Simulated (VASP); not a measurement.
The system is WS2.

```
CELL_PARAMETERS angstrom
4.02671 0.00000 0.00000
-2.01336 3.48724 0.00000
0.00000 0.00000 6.18991
ATOMIC_POSITIONS crystal
W 0.00000 0.00000 0.00000
S 0.33333 0.66667 0.26433
S 0.66667 0.33333 0.73567
```

| Property | Result |
| --- | --- |
| Program | VASP 6.6.1 |
| Task | relaxation of cell and atoms |
| Functional | PBEsol |
| Potentials or basis | VASP PAW PBE potentials, release 64 (W_sv, S) |
| Cutoff | 600 eV |
| k mesh | 6 × 6 × 4 |
| Occupations | fermi-dirac, width 0.03 eV |
| Spin | no spin polarisation |

At the start: pressure -25.7 GPa; volume 28.97 Å³/atom.

Problem. How do energy, volume and symmetry change on relaxing?

Solution. Over 21 steps the energy falls by 1630.5 meV/atom and the volume is 18.20 Å³/atom (-37.2 %); space group P-3m1 (No. 164, to 0.1 Å) before and after.

The path:
| step | energy change (eV) | largest force (eV/Å) | pressure (GPa) | volume (Å³) |
| --- | --- | --- | --- | --- |
| 1 | 0.0000 | 3.2529 | -25.74 | 86.92 |
| 2 | -0.3265 | 11.1674 | 105.87 | 40.44 |
| 3 | -4.4636 | 0.5506 | -5.16 | 56.68 |
| 4 | -4.4893 | 0.8913 | -2.37 | 55.66 |
| 5 | -4.4947 | 1.1142 | -0.50 | 55.03 |
| 6 | -4.7879 | 0.5968 | 0.13 | 53.21 |
| 7 | -4.8768 | 0.0296 | 0.87 | 51.62 |
| 8 | -4.8767 | 0.0595 | 0.90 | 51.54 |
| 9 | -4.8768 | 0.2915 | -1.35 | 52.31 |
| 10 | -4.8780 | 0.1783 | -0.24 | 51.93 |
| 11 | -4.8806 | 0.1379 | -0.21 | 52.17 |
| 12 | -4.8856 | 0.0162 | -0.03 | 52.87 |
| 13 | -4.8850 | 0.2300 | 0.58 | 54.28 |
| 14 | -4.8869 | 0.1166 | 0.30 | 53.59 |
| 15 | -4.8883 | 0.0571 | -0.14 | 53.90 |
| 16 | -4.8889 | 0.1167 | -1.39 | 54.83 |
| 17 | -4.8893 | 0.0451 | -0.89 | 54.45 |
| 18 | -4.8909 | 0.0215 | -0.46 | 54.51 |
| 19 | -4.8916 | 0.0078 | 0.09 | 54.57 |
| 20 | -4.8916 | 0.0067 | 0.09 | 54.57 |
| 21 | -4.8916 | 0.0059 | -0.01 | 54.61 |

Final structure:
```xyz
3
Lattice="3.1678 0.0000 0.0000 -1.5839 2.7434 0.0000 0.0000 0.0000 6.2841" Properties=species:S:1:pos:R:3 pbc="T T T"
W    -1.5839    2.7434    0.0000
S     0.0000    1.8289    1.5736
S     1.5839    0.9145    4.7106
```

Caveat: the volume moved by over 15 % at a fixed basis, so the end points are rough; the PAW data sets were made with another functional, which shifts forces and pressure a little; this functional lacks dispersion, which binds layers or chains, so the pressure and a relaxed spacing across them are unreliable.
